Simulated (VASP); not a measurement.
Write the native input for VASP 6.6.1 that does the following.

```yaml
Task: single point
Functional: r2SCAN
Potentials_or_basis: VASP PAW PBE potentials, release 64 (Ag)
Cutoff: 520 eV
k_mesh: 22 × 22 × 14
Occupations: gaussian, width 0.15 eV
Spin: no spin polarisation
Dipole_correction: no
Further_INCAR_settings: ALGO = Normal; EDIFF = 1e-06; NBANDS = 18
```

Crystal: Ag.

```
Ag
1.0
    -1.63427    1.63427    1.63427
     1.63427   -1.63427    1.63427
     3.26854    3.26854    0.00000
Ag
2
Direct
  0.03245 0.96755 0.00000
  0.46755 0.53245 0.50000
```

These files were run (other wordings do the same):

POSCAR

```
Ag
1.0
   -1.6342676484      1.6342676484      1.6342676484
    1.6342676484     -1.6342676484      1.6342676484
    3.2685352969      3.2685352969      0.0000000000
Ag
2
Direct
    0.0324506262     -0.0324506262      0.0000000000
    0.4675493738      0.5324506262      0.5000000000
```

INCAR.step1

```
SYSTEM = Ag
  PREC = Accurate
  ENCUT = 520
  ISMEAR = 0
  SIGMA = 0.15
  LREAL = .False.
  LASPH = .True.
  NELM = 100
  NBANDS = 18
  GGA = PE
  ALGO = Normal
  EDIFF = 1E-4
  LWAVE = .True.
  LCHARG = .False.
```

INCAR.step2

```
SYSTEM = Ag
  PREC = Accurate
  ENCUT = 520
  EDIFF = 1E-6
  ISMEAR = 0
  SIGMA = 0.15
  LREAL = .False.
  LASPH = .True.
  NELM = 100
  ALGO = Normal
  ISIF = 2
  LWAVE = .False.
  LCHARG = .False.
  METAGGA = R2SCAN
  LMIXTAU = .True.
  NBANDS = 18
  ISTART = 1
```

KPOINTS

```
Automatic mesh
0
Gamma
  22 22 14
  0 0 0
```

Potentials or basis: VASP PAW PBE potentials, release 64 (Ag).

The run is started by

```bash
$ cat potpaw_PBE.64/Ag/POTCAR > POTCAR
$ cp INCAR.step1 INCAR
$ mpirun -np 1 vasp_std > vasp.out
$ cp INCAR.step2 INCAR
$ mpirun -np 1 vasp_std > vasp.out
```

It gave:

```
Pressure               : 0.0 GPa
Largest force          : 0.012 eV/Å
Band gap on the k mesh : zero (bands 11 and 12 overlap by 8.16 eV)
```

Caveat: the PAW data sets were made with another functional, which shifts forces and pressure a little.

It took 34 min on 1 thread of Oxide Virtual Turin-like Processor (shared host), peak memory 0.58 GiB.
